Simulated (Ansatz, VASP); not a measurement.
**MoS2 in VASP and in Ansatz**

```
Mo S
1.0
     2.99190    0.00000    0.00000
    -1.49595    2.59106    0.00000
     0.00000    0.00000   12.53120
Mo S
2 4
Direct
  0.66667 0.33333 0.25014
  0.33333 0.66667 0.74986
  0.33333 0.66667 0.37960
  0.66667 0.33333 0.87931
  0.33333 0.66667 0.12069
  0.66667 0.33333 0.62040
```

Alike in both runs: task single point; functional PBE; dispersion D3(BJ); k mesh 12 × 12 × 4; occupations gaussian, width 0.05 eV; no spin polarisation.

|  | VASP | Ansatz |
| --- | --- | --- |
| version | VASP 6.6.1 | Ansatz 0.2.0 |
| potentials or method | VASP PAW PBE potentials, release 64 (Mo_sv, S), cutoff 520 eV | scalar-relativistic, plane waves, PAW |
| valence electrons in the cell | 52 | 52 |

|  | VASP | Ansatz | Ansatz less VASP |
| --- | --- | --- | --- |
| gap on the k mesh at the Fermi level (eV) | 1.11 | 1.11 | 0.000 |
| least direct gap on the mesh (eV) | 1.95 | 1.94 | -0.005 |
| pressure (GPa) | 10.9 | 11.1 | +0.19 |
| traceless stress, the component that is largest in VASP (GPa) | -11.50 | -11.40 | +0.096 |
| rms of the force components (eV/Å) | 0.026 | 0.034 | +0.0081 |

Atom by atom the forces differ by 0.008 eV/Å (rms over components).
